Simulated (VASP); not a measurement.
# Ti (P6_3/mmc) in VASP: notebook

Ti is run at these levels: LDA; tasks: electric field gradients.

Everything below comes from runs of VASP 6.6.1. Logs are shortened: lines on timing, memory, paths and dates and some standing lists are left out, and cuts for length are marked.

### Step 1. The cell of the first run

Symmetry: P6_3/mmc, No. 194, hexagonal system. Conventional cell: a = 2.984 Å, b = 2.984 Å, c = 4.717 Å, α = 90.00°, β = 90.00°, γ = 120.00°. Within 3.8 Å of Ti (site symmetry -6m2) lie 12 Ti at 2.92 to 2.98 Å.

### Step 2. Electric field gradients, LDA (volume scaled by 1.05)

Input file INCAR:

```
PREC = Accurate ; ENCUT = 520
EDIFF = 1E-8 ; ISMEAR = -1
SIGMA = 0.05 ; LREAL = F
LASPH = T ; NELM = 80
ALGO = Normal ; ISIF = 2
LWAVE = F ; LCHARG = F
LEFG = T ; NBANDS = 19
```

Input file KPOINTS:

```
Automatic mesh
0
Gamma
  13 13 7
```

Input file POSCAR:

```
Ti
1.0
    2.9838672312      0.0000000000      0.0000000000
   -1.4919336156      2.5841048237      0.0000000000
    0.0000000000      0.0000000000      4.7169492834
Ti
2
Direct
    0.3333333333      0.6666666667      0.2500000000
    0.6666666667      0.3333333333      0.7500000000
```

Potentials or basis: VASP PAW LDA potentials, release 64 (Ti_sv).

On the command line:

```console
$ cat potpaw_LDA.64/Ti_sv/POTCAR > POTCAR
$ mpirun -np 1 vasp_std > vasp.out
```

OUTCAR:

```text
PREC = Accurate
   ENCUT = 520
   EDIFF = 1E-8
   ISMEAR = -1
   LREAL = F
   LASPH = T
   NELM = 80
   ISIF = 2

 ion  position               nearest neighbor table
   1  0.333  0.667  0.250-   2 2.92   2 2.92   2 2.92   2 2.92   2 2.92   2 2.92
   2  0.667  0.333  0.750-   1 2.92   1 2.92   1 2.92   1 2.92   1 2.92   1 2.92

  LATTYP: Found a hexagonal cell.
 ALAT       =     2.9838672312
 C/A-ratio  =     1.5808174151

  Lattice vectors:

 A1 = (   2.9838672312,   0.0000000000,   0.0000000000)
 A2 = (  -1.4919336156,   2.5841048237,   0.0000000000)
 A3 = (   0.0000000000,   0.0000000000,   4.7169492834)

Analysis of symmetry for initial positions (statically):
=====================================================================
 Subroutine PRICEL returns:
 Original cell was already a primitive cell.

 Routine SETGRP: Setting up the symmetry group for a
 hexagonal supercell.

 Subroutine GETGRP returns: Found 24 space group operations
 (whereof 12 operations were pure point group operations)
 out of a pool of 24 trial point group operations.

The static configuration has the point symmetry D_3d.
 The point group associated with its full space group is D_6h.

Analysis of symmetry for dynamics (positions and initial velocities):
=====================================================================
 Subroutine PRICEL returns:
 Original cell was already a primitive cell.

 Routine SETGRP: Setting up the symmetry group for a
 hexagonal supercell.

 Subroutine GETGRP returns: Found 24 space group operations
 (whereof 12 operations were pure point group operations)
 out of a pool of 24 trial point group operations.

The dynamic configuration has the point symmetry D_3d.
 The point group associated with its full space group is D_6h.

 Subroutine INISYM returns: Found 24 space group operations
 (whereof 12 operations are pure point group operations),
 and found     1 'primitive' translations

----------------------------------------------------------------------------------------

                                     Primitive cell

  volume of cell :      36.3706

  direct lattice vectors                    reciprocal lattice vectors
     2.983867231  0.000000000  0.000000000     0.335135555  0.193490603  0.000000000
    -1.491933616  2.584104824  0.000000000     0.000000000  0.386981206  0.000000000
     0.000000000  0.000000000  4.716949283     0.000000000  0.000000000  0.212001431

  length of vectors
     2.983867231  2.983867231  4.716949283     0.386981206  0.386981206  0.212001431

  position of ions in fractional coordinates (direct lattice)
     0.333333333  0.666666667  0.250000000
     0.666666667  0.333333333  0.750000000

  ion indices of the primitive-cell ions
   primitive index   ion index
                 1           1
                 2           2

----------------------------------------------------------------------------------------

 KPOINTS: Automatic mesh

Automatic generation of k-mesh.
 Grid dimensions read from file:
 generate k-points for:   13   13    7

 Generating k-lattice:

  Cartesian coordinates                     Fractional coordinates (reciprocal lattice)
     0.025779658  0.014883893  0.000000000     0.076923077 -0.000000000  0.000000000
     0.000000000  0.029767785  0.000000000     0.000000000  0.076923077  0.000000000
     0.000000000  0.000000000  0.030285919     0.000000000  0.000000000  0.142857143

  Length of vectors
     0.029767785  0.029767785  0.030285919

  Shift w.r.t. Gamma in fractional coordinates (k-lattice)
     0.000000000  0.000000000  0.000000000

 Subroutine IBZKPT returns following result:
 ===========================================

 Found     84 irreducible k-points:

 Following reciprocal coordinates:
            Coordinates               Weight
  0.000000  0.000000  0.000000      1.000000
  0.076923  0.000000  0.000000      6.000000
  0.153846 -0.000000  0.000000      6.000000
  0.230769 -0.000000  0.000000      6.000000
  0.307692 -0.000000  0.000000      6.000000
  0.384615  0.000000  0.000000      6.000000
[... 16 lines left out ...]
  0.076923  0.000000  0.142857     12.000000
  0.153846 -0.000000  0.142857     12.000000
 [... further k-points ...]
   k-points           NKPTS =     84   k-points in BZ     NKDIM =     84   number of bands    NBANDS=     19
   number of dos      NEDOS =    301   number of ions     NIONS =      2
   total plane-waves  NPLWV =  20736
   dimension x,y,z NGX =    24 NGY =   24 NGZ =   36
   dimension x,y,z NGXF=    48 NGYF=   48 NGZF=   72
   ions per type =               2
   NGX,Y,Z   is equivalent  to a cutoff of  13.37, 13.37, 12.69 a.u.
   NGXF,Y,Z  is equivalent  to a cutoff of  26.74, 26.74, 25.38 a.u.
 SYSTEM =  unknown system
   PREC   = accura    normal or accurate (medium, high low for compatibility)
   ISTART =      0    job   : 0-new  1-cont  2-samecut
   ICHARG =      2    charge: 1-file 2-atom 10-const
   ISPIN  =      1    spin polarized calculation?
   LNONCOLLINEAR =      F non collinear calculations
   LSORBIT =      F    spin-orbit coupling
   LASPH  =      T    aspherical Exc in radial PAW
   ENCUT  =  520.0 eV  38.22 Ry    6.18 a.u.   5.55  5.55  8.77*2*pi/ulx,y,z
   NELM   =     80;   NELMIN=  2; NELMDL= -5     # of ELM steps
   EDIFF  = 0.1E-07   stopping-criterion for ELM
   LREAL  =      F    real-space projection
   EDIFFG = 0.1E-06   stopping-criterion for IOM
   NSW    =      0    number of steps for IOM
   IBRION =     -1    ionic relax: 0-MD 1-quasi-New 2-CG
   NFREE  =      0    steps in history (QN), initial steepest desc. (CG)
   ISIF   =      2    stress and relaxation
   ISYM   =      2    0-nonsym 1-usesym 2-fastsym
   POTIM  = 0.5000    time-step for ionic-motion
   TEBEG  =    0.0;   TEEND  =   0.0 temperature during run
   PSTRESS=    0.0 pullay stress
   NELECT =      24.0000    total number of electrons
   NUPDOWN=      -1.0000    fix difference up-down
   EMIN   =  10.00;   EMAX   =-10.00  energy-range for DOS
   EFERMI =   0.00;   METHOD = LEGACY
   ISMEAR =    -1;   SIGMA  =   0.05  broadening in eV -4-tet -1-fermi 0-gaus
   EFERMI_NEDOS =   21; number of points for ismear=-14 and -15
   IALGO  =     38    algorithm
   IMIX   =      4    mixing-type and parameters
     AMIX     =   0.40;   BMIX     =  1.00
     AMIX_MAG =   1.60;   BMIX_MAG =  1.00
  volume/ion in A,a.u.               =      18.19       122.72
  Fermi-wavevector in a.u.,A,eV,Ry     =   1.425263  2.693356 27.638524  2.031374
  Thomas-Fermi vector in A             =   2.545666
   LORBIT       =      0    0 simple, 1 ext, 2 COOP (PROOUT), +10 PAW based schemes
   GGA     = CA    functional components
   LHFCALC =     F    Hartree Fock is set to
   AEXX    =    0.0000 exact exchange contribution
   IVDW    =     0    specifies the selected vdW correction
   LEPSILON=     F    determine dielectric tensor
   LRPA    =     F    only Hartree local field effects (RPA)
 non-spin polarized calculation
  energy-cutoff  :      520.00
  volume of cell :       36.37
 maximum number of plane-waves:      1014
 NGX is ok and might be reduce to    24
   NGX = 11   NGY = 11   NGZ = 17

 number of electron      24.0000002 magnetization

 Free energy of the ion-electron system (eV)
  ---------------------------------------------------
  ext. energy  EPLUGINS =         0.00000000
  ---------------------------------------------------
  free energy    TOTEN  =       -16.92990489 eV

  energy without entropy =      -16.91003710  energy(sigma->0) =      -16.91997099

 E-fermi :   7.6137     XC(G=0): -11.5655

 val. band max:        7.6124470247   @ k =   0.3077   0.2308   0.4286
 cond. band min:       7.6227436231   @ k =   0.0000   0.0000   0.4286
 fundamental gap:      0.0102965984
 Fermi energy:         7.6136919090

 k-point     1 :       0.0000    0.0000    0.0000
  band No.  band energies     occupation
      1     -48.6244      2.00000
      2     -48.5034      2.00000
      3     -25.5589      2.00000
      4     -24.9814      2.00000
      5     -24.9814      2.00000
      6     -24.9254      2.00000
[... 11 lines left out ...]
     18       9.0999      0.00000
     19      10.5586      0.00000
[... 485 lines left out ...]
 k-point    24 :       0.1538   -0.0000    0.1429
  band No.  band energies     occupation
      1     -48.5997      2.00000
      2     -48.5017      2.00000
      3     -25.4901      2.00000
      4     -25.0631      2.00000
      5     -25.0173      2.00000
      6     -25.0052      2.00000
[... 11 lines left out ...]
     18       9.2805      0.00000
     19      10.6838      0.00000

 [... further k-points ...]

------------------------ aborting loop because EDIFF is reached ----------------------------------------

  FORCE on cell =-STRESS in cart. coord.  units (eV):
  Direction    XX          YY          ZZ          XY          YZ          ZX
  --------------------------------------------------------------------------------------
  -------------------------------------------------------------------------------------
  Total       -2.8096849     -2.8096849     -2.8464090      0.0000000     -0.0000000     -0.0000000
  in kB     -123.7705635   -123.7705635   -125.3883105      0.0000000     -0.0000000     -0.0000000
  external PRESSURE =    -124.3098125 kB  Pullay stress =       0.0000000 kB

 VOLUME and BASIS-vectors are now :
 -----------------------------------------------------------------------------
  energy-cutoff  :      520.00
  volume of cell :       36.37
      direct lattice vectors                 reciprocal lattice vectors
     2.983867231  0.000000000  0.000000000     0.335135555  0.193490603  0.000000000
    -1.491933616  2.584104824  0.000000000     0.000000000  0.386981206  0.000000000
     0.000000000  0.000000000  4.716949283     0.000000000  0.000000000  0.212001431

 POSITION                                       TOTAL-FORCE (eV/Angst)
 -----------------------------------------------------------------------------------
     -0.00000      1.72274      1.17924         0.000000     -0.000000      0.000000
      1.49193      0.86137      3.53771        -0.000000      0.000000      0.000000
 -----------------------------------------------------------------------------------
    total drift:                               -0.000000      0.000000     -0.000000

  FREE ENERGIE OF THE ION-ELECTRON SYSTEM (eV)
  ---------------------------------------------------
  free  energy   TOTEN  =       -16.9299048872 eV

  energy  without entropy=      -16.9100371022  energy(sigma->0) =      -16.91997099

 Electric field gradients (V/A^2)
---------------------------------------------------------------------
 ion       V_xx      V_yy      V_zz      V_xy      V_xz      V_yz
---------------------------------------------------------------------
   1      -8.393    -8.394    16.787    -0.001     0.000    -0.000
   2      -8.393    -8.394    16.787    -0.001    -0.000     0.000
---------------------------------------------------------------------

 Electric field gradients after diagonalization (V/A^2)
 (convention: |V_zz| > |V_xx| > |V_yy|)
----------------------------------------------------------------------
 ion       V_xx      V_yy      V_zz     asymmetry (V_yy - V_xx)/ V_zz
----------------------------------------------------------------------
   1      -8.395    -8.393    16.787       0.000
   2      -8.395    -8.393    16.787       0.000
----------------------------------------------------------------------

           NMR quadrupolar parameters

 Cq : quadrupolar parameter    Cq=e*Q*V_zz/h
 eta: asymmetry parameters     (V_yy - V_xx)/ V_zz
 Q  : nuclear electric quadrupole moment in mb (millibarn)
----------------------------------------------------------------------
 ion       Cq(MHz)       eta       Q (mb)
----------------------------------------------------------------------
   1       0.041       0.000       1.000
   2       0.041       0.000       1.000
----------------------------------------------------------------------
```

Wall time 22 s (1 thread of Intel Xeon Platinum 8559C (Emerald Rapids), shared host); peak memory 0.16 GiB.

Results:

| Item | Value |
| --- | --- |
| Free energy | -16.9299 eV |
| Pressure | -12.4 GPa |
| Band gap on the k mesh | zero (band 12 reaches 8.33 eV, above the bottom of band 13 at 7.30 eV) |

Electric field gradients, principal values (V/Å²):
| atom | least | middle | greatest (by size) |
| --- | --- | --- | --- |
| 1 Ti | -8.393 | -8.395 | 16.787 |
| 2 Ti | -8.393 | -8.395 | 16.787 |

Caveat: without QUAD_EFG the Cq values of the log hold for a quadrupole moment of 1 mb, not for the nuclei.

(Part 1 of 2 ends here.)
